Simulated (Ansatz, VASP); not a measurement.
**MoS2 in VASP and in Ansatz**

```
CELL_PARAMETERS angstrom
3.18080 0.00000 0.00000
-1.59040 2.75465 0.00000
0.00000 0.00000 11.44260
ATOMIC_POSITIONS crystal
Mo 0.66667 0.33333 0.25014
Mo 0.33333 0.66667 0.74986
S 0.33333 0.66667 0.37960
S 0.66667 0.33333 0.87931
S 0.33333 0.66667 0.12069
S 0.66667 0.33333 0.62040
```

Alike in both runs: task single point; functional PBE; dispersion D3(BJ); k mesh 12 × 12 × 4; occupations gaussian, width 0.05 eV; no spin polarisation.

|  | VASP | Ansatz |
| --- | --- | --- |
| version | VASP 6.6.1 | Ansatz 0.2.0 |
| potentials or method | VASP PAW PBE potentials, release 64 (Mo_sv, S), cutoff 520 eV | scalar-relativistic, plane waves, PAW |
| valence electrons in the cell | 52 | 52 |

|  | VASP | Ansatz | Ansatz less VASP |
| --- | --- | --- | --- |
| gap on the k mesh at the Fermi level (eV) | 0.22 | 0.20 | -0.023 |
| least direct gap on the mesh (eV) | 1.44 | 1.44 | -0.004 |
| pressure (GPa) | 6.8 | 7.0 | +0.19 |
| traceless stress, the component that is largest in VASP (GPa) | 9.00 | 9.04 | +0.045 |
| rms of the force components (eV/Å) | 0.658 | 0.668 | +0.0100 |

Atom by atom the forces differ by 0.010 eV/Å (rms over components).
